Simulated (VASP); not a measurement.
A run of VASP 6.6.1 is set up as follows.

INCAR

```
SYSTEM = SiC
  PREC = Accurate
  ENCUT = 520
  EDIFF = 1E-6
  ISMEAR = 0
  SIGMA = 0.01
  LREAL = .False.
  LASPH = .True.
  NELM = 60
  ALGO = Normal
  ISIF = 2
  LWAVE = .False.
  LCHARG = .False.
  NBANDS = 11
```

KPOINTS

```
Automatic mesh
0
Gamma
  10 10 10
  0 0 0
```

POSCAR

```
SiC
1.0
    2.1753078146      2.1753078146      0.0000000000
   -2.1753078146      2.1753078146      0.0000000000
    0.0000000000      2.1753078146      2.1567982481
Si C
1 1
Direct
    0.0000000000      0.0000000000      0.0000000000
    0.7500000000      0.2500000000      0.5000000000
```

Potentials or basis: VASP PAW LDA potentials, release 64 (Si, C).

Run with:

```console
$ cat potpaw_LDA.64/Si/POTCAR potpaw_LDA.64/C/POTCAR > POTCAR
$ mpirun -np 1 vasp_std > vasp.out
```

Problem. Predict the pressure.

Solution. -1.0 GPa.

Problem. Estimate the band gap on the k mesh.

Solution. 1.20 eV, indirect (least direct gap 4.50 eV).

Stress tensor (GPa, compression positive):
```
-1.77  0.00  0.00
 0.00 -1.77  0.00
 0.00  0.00  0.41
```

Caveat: the cell differs from its parent crystal (film at in-plane strain +0.005). A k mesh can miss the band edges.
